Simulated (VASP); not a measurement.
# TiO3 (Pm-3m) in VASP: a series of runs, part 2 of 2

VASP 6.6.1. The steps go on from the part before.

## (3) Relaxation of cell and atoms, r2SCAN

This run uses another cell than the first one: it holds 4 atoms, not 8.

Contents of POSCAR:

```
TiO3
1.0
    3.1820556788      0.0000000000      0.0000000000
    0.0000000000      3.1820556788      0.0000000000
    0.0000000000      0.0000000000      3.1820556788
Ti O
1 3
Direct
    0.0000000000      0.0000000000      0.0000000000
    0.0000000000      0.5000000000      0.5000000000
    0.5000000000      0.0000000000      0.5000000000
    0.5000000000      0.5000000000      0.0000000000
```

Contents of INCAR.step1:

```
ALGO = Normal
EDIFF = 1E-4
ENCUT = 600
GGA = PE
ISMEAR = 0
LASPH = T
LCHARG = F
LREAL = F
LWAVE = T
NELM = 60
PREC = Accurate
SIGMA = 0.1
```

Contents of INCAR.step2:

```
ALGO = Normal
EDIFF = 1E-6
EDIFFG = -0.01
ENCUT = 600
IBRION = 2
ISIF = 3
ISMEAR = 0
ISTART = 1
LASPH = T
LCHARG = F
LMIXTAU = T
LREAL = F
LWAVE = F
METAGGA = R2SCAN
NELM = 60
NSW = 100
PREC = Accurate
SIGMA = 0.1
```

Contents of KPOINTS:

```
k-points
0
Gamma
  14 14 14
```

Potentials or basis: VASP PAW PBE potentials, release 64 (Ti_sv, O).

Command:

```bash
cat potpaw_PBE.64/Ti_sv/POTCAR potpaw_PBE.64/O/POTCAR > POTCAR
cp INCAR.step1 INCAR
mpirun -np 1 vasp_std > vasp.out
cp INCAR.step2 INCAR
mpirun -np 1 vasp_std > vasp.out
```

OUTCAR:

```text
EDIFF = 1E-6
   EDIFFG = -0.01
   ENCUT = 600
   IBRION = 2
   ISIF = 3
   ISMEAR = 0
   ISTART = 1
   LASPH = T
   LREAL = F
   METAGGA = R2SCAN
   NELM = 60
   NSW = 100
   PREC = Accurate

 ion  position               nearest neighbor table
   1  0.000  0.000  0.000-   2 2.25   3 2.25   4 2.25   2 2.25   3 2.25   2 2.25   4 2.25   2 2.25
                             3 2.25   4 2.25   3 2.25   4 2.25
   2  0.000  0.500  0.500-   1 2.25   1 2.25   1 2.25   1 2.25
   3  0.500  0.000  0.500-   1 2.25   1 2.25   1 2.25   1 2.25
   4  0.500  0.500  0.000-   1 2.25   1 2.25   1 2.25   1 2.25

  LATTYP: Found a simple cubic cell.
 ALAT       =     3.1820556788

  Lattice vectors:

 A1 = (   3.1820556788,   0.0000000000,   0.0000000000)
 A2 = (   0.0000000000,   3.1820556788,   0.0000000000)
 A3 = (   0.0000000000,   0.0000000000,   3.1820556788)

Analysis of symmetry for initial positions (statically):
=====================================================================
 Subroutine PRICEL returns:
 Original cell was already a primitive cell.

 Routine SETGRP: Setting up the symmetry group for a
 simple cubic supercell.

 Subroutine GETGRP returns: Found 48 space group operations
 (whereof 48 operations were pure point group operations)
 out of a pool of 48 trial point group operations.

The static configuration has the point symmetry O_h .

Analysis of symmetry for dynamics (positions and initial velocities):
=====================================================================
 Subroutine PRICEL returns:
 Original cell was already a primitive cell.

 Routine SETGRP: Setting up the symmetry group for a
 simple cubic supercell.

 Subroutine GETGRP returns: Found 48 space group operations
 (whereof 48 operations were pure point group operations)
 out of a pool of 48 trial point group operations.

The dynamic configuration has the point symmetry O_h .

 Subroutine INISYM returns: Found 48 space group operations
 (whereof 48 operations are pure point group operations),
 and found     1 'primitive' translations

----------------------------------------------------------------------------------------

                                     Primitive cell

  volume of cell :      32.2198

  direct lattice vectors                    reciprocal lattice vectors
     3.182055679  0.000000000  0.000000000     0.314262257  0.000000000  0.000000000
     0.000000000  3.182055679  0.000000000     0.000000000  0.314262257  0.000000000
     0.000000000  0.000000000  3.182055679     0.000000000  0.000000000  0.314262257

  length of vectors
     3.182055679  3.182055679  3.182055679     0.314262257  0.314262257  0.314262257

  position of ions in fractional coordinates (direct lattice)
     0.000000000  0.000000000  0.000000000
     0.000000000  0.500000000  0.500000000
     0.500000000  0.000000000  0.500000000
     0.500000000  0.500000000  0.000000000

  ion indices of the primitive-cell ions
   primitive index   ion index
                 1           1
                 2           2
                 3           3
                 4           4

----------------------------------------------------------------------------------------

 KPOINTS: k-points

Automatic generation of k-mesh.
 Grid dimensions read from file:
[... 49 lines left out ...]
   total plane-waves  NPLWV =  21952
   dimension x,y,z NGX =    28 NGY =   28 NGZ =   28
   dimension x,y,z NGXF=    56 NGYF=   56 NGZF=   56
   ions per type =               1   3
   NGX,Y,Z   is equivalent  to a cutoff of  14.63, 14.63, 14.63 a.u.
   NGXF,Y,Z  is equivalent  to a cutoff of  29.26, 29.26, 29.26 a.u.
 SYSTEM =  unknown system
   PREC   = accura    normal or accurate (medium, high low for compatibility)
   ISTART =      1    job   : 0-new  1-cont  2-samecut
   ICHARG =      0    charge: 1-file 2-atom 10-const
   ISPIN  =      1    spin polarized calculation?
   LNONCOLLINEAR =      F non collinear calculations
   LSORBIT =      F    spin-orbit coupling
   LASPH  =      T    aspherical Exc in radial PAW
   ENCUT  =  600.0 eV  44.10 Ry    6.64 a.u.   6.36  6.36  6.36*2*pi/ulx,y,z
   NELM   =     60;   NELMIN=  2; NELMDL=  0     # of ELM steps
   EDIFF  = 0.1E-05   stopping-criterion for ELM
   LREAL  =      F    real-space projection
   EDIFFG = -.1E-01   stopping-criterion for IOM
   NSW    =    100    number of steps for IOM
   IBRION =      2    ionic relax: 0-MD 1-quasi-New 2-CG
   NFREE  =      1    steps in history (QN), initial steepest desc. (CG)
   ISIF   =      3    stress and relaxation
   ISYM   =      2    0-nonsym 1-usesym 2-fastsym
   POTIM  = 0.5000    time-step for ionic-motion
   TEBEG  =    0.0;   TEEND  =   0.0 temperature during run
   PSTRESS=    0.0 pullay stress
   NELECT =      30.0000    total number of electrons
   NUPDOWN=      -1.0000    fix difference up-down
   EMIN   =  10.00;   EMAX   =-10.00  energy-range for DOS
   EFERMI =   0.00;   METHOD = LEGACY
   ISMEAR =     0;   SIGMA  =   0.10  broadening in eV -4-tet -1-fermi 0-gaus
   EFERMI_NEDOS =   21; number of points for ismear=-14 and -15
   IALGO  =     38    algorithm
   IMIX   =      4    mixing-type and parameters
     AMIX     =   0.40;   BMIX     =  1.00
     AMIX_MAG =   1.60;   BMIX_MAG =  1.00
  volume/ion in A,a.u.               =       8.05        54.36
  Fermi-wavevector in a.u.,A,eV,Ry     =   1.598604  3.020923 34.770147  2.555534
  Thomas-Fermi vector in A             =   2.696027
   LORBIT       =      0    0 simple, 1 ext, 2 COOP (PROOUT), +10 PAW based schemes
   METAGGA = R2SCAN    functional components
   LHFCALC =     F    Hartree Fock is set to
   AEXX    =    0.0000 exact exchange contribution
   IVDW    =     0    specifies the selected vdW correction
   LEPSILON=     F    determine dielectric tensor
   LRPA    =     F    only Hartree local field effects (RPA)
 conjugate gradient relaxation of ions
 non-spin polarized calculation
 Gauss-broadening in eV      SIGMA  =   0.10
  energy-cutoff  :      600.00
  volume of cell :       32.22
 maximum number of plane-waves:      1108
 NGX is ok and might be reduce to    28

--------------------------------------- Ionic step        1  -------------------------------------------

 number of electron      29.9999991 magnetization

 Free energy of the ion-electron system (eV)
  ---------------------------------------------------
  ext. energy  EPLUGINS =         0.00000000
  ---------------------------------------------------
  free energy    TOTEN  =       -34.69378307 eV

  energy without entropy =      -34.68050109  energy(sigma->0) =      -34.68714208

------------------------ aborting loop because EDIFF is reached ----------------------------------------

  FORCE on cell =-STRESS in cart. coord.  units (eV):
  Direction    XX          YY          ZZ          XY          YZ          ZX
  --------------------------------------------------------------------------------------
  -------------------------------------------------------------------------------------
  Total        0.1748411      0.1748411      0.1748411     -0.0000000     -0.0000000      0.0000000
  in kB        8.6942244      8.6942244      8.6942244     -0.0000000     -0.0000000      0.0000000
  external PRESSURE =       8.6942244 kB  Pullay stress =       0.0000000 kB
[... 63 lines left out ...]
--------------------------------------- Ionic step        3  -------------------------------------------

 number of electron      29.9999990 magnetization

 Free energy of the ion-electron system (eV)
  ---------------------------------------------------
  ext. energy  EPLUGINS =         0.00000000
  ---------------------------------------------------
  free energy    TOTEN  =       -34.69413380 eV

  energy without entropy =      -34.68078272  energy(sigma->0) =      -34.68745826

 E-fermi :   7.8432     XC(G=0): -13.7795

 val. band max:        7.8405434831   @ k =   0.0714   0.0000   0.0000
 cond. band min:       7.8494772353   @ k =   0.5000   0.5000   0.5000
 fundamental gap:      0.0089337522
 Fermi energy:         7.8431769280

 k-point     1 :       0.0000    0.0000    0.0000
  band No.  band energies     occupation
      1     -53.2469      2.00000
      2     -28.2761      2.00000
      3     -28.2761      2.00000
      4     -28.2761      2.00000
      5     -14.6220      2.00000
      6      -9.7950      2.00000
[... 505 lines left out ...]
      6     -11.0854      2.00000
[... 11 lines left out ...]
     18       9.8024      0.00000
     19       9.9786      0.00000

 [... further k-points ...]

------------------------ aborting loop because EDIFF is reached ----------------------------------------

  FORCE on cell =-STRESS in cart. coord.  units (eV):
  Direction    XX          YY          ZZ          XY          YZ          ZX
  --------------------------------------------------------------------------------------
  -------------------------------------------------------------------------------------
  Total       -0.0099135     -0.0099135     -0.0099135      0.0000000      0.0000000      0.0000000
  in kB       -0.4910945     -0.4910945     -0.4910945      0.0000000      0.0000000      0.0000000
  external PRESSURE =      -0.4910945 kB  Pullay stress =       0.0000000 kB
[... 19 lines left out ...]
  FREE ENERGIE OF THE ION-ELECTRON SYSTEM (eV)
  ---------------------------------------------------
  free  energy   TOTEN  =       -34.6941337974 eV

  energy  without entropy=      -34.6807827182  energy(sigma->0) =      -34.68745826

 reached required accuracy - stopping structural energy minimisation
```

Run time: 7.1 min. Hardware: 1 thread of Intel Xeon 6975P-C (Granite Rapids), shared host; peak memory 0.23 GiB.

Results:

```yaml
Free_energy: -34.6941 eV
Relaxed_volume: 8.09 Å³/atom
Relaxed_cell: a = 3.186 Å, b = 3.186 Å, c = 3.186 Å, α = 90.00°, β = 90.00°, γ = 90.00°
Space_group_after_relaxing_to_0.1_Å: Pm-3m (No. 221)
Energy_gained_by_relaxing: 0.1 meV/atom
Ionic_steps: 3
Pressure_after_relaxing: 0.0 GPa
Band_gap_on_the_k_mesh: zero (bands 15 and 16 overlap by 1.39 eV)
```

Step by step:
```csv
step,energy change (eV),largest force (eV/Å),pressure (GPa),volume (Å³)
1,0.0000,0.0000,0.87,32.22
2,-0.0002,0.0000,-0.69,32.42
3,-0.0004,0.0000,-0.05,32.34
```

Final structure:
```
Ti O
1.0
     3.18609    0.00000    0.00000
     0.00000    3.18609    0.00000
     0.00000    0.00000    3.18609
Ti O
1 3
Direct
  0.00000 0.00000 0.00000
  0.00000 0.50000 0.50000
  0.50000 0.00000 0.50000
  0.50000 0.50000 0.00000
```

Levels at points of the mesh, in eV from the Fermi level:
```tsv
k point	band 12	band 13	band 14	band 15	band 16	band 17	band 18	band 19
(0.00, 0.00, 0.00)	-2.27	-2.27	-0.03	-0.03	0.42	0.42	0.42	0.77
(0.50, 0.00, 0.00)	-3.39	-3.39	-2.23	-0.62	-0.62	0.87	1.23	3.00
(0.50, 0.50, 0.00)	-3.58	-3.58	-2.50	-0.98	0.71	1.68	1.68	2.82
(0.50, 0.50, 0.50)	0.01	0.01	0.01	0.78	0.78	1.44	1.44	1.44
```

Caveat: the PAW data sets were made with another functional, which shifts forces and pressure a little; semilocal functionals often make such compounds metallic where correlation or magnetic order opens a gap, which also shifts bond lengths.
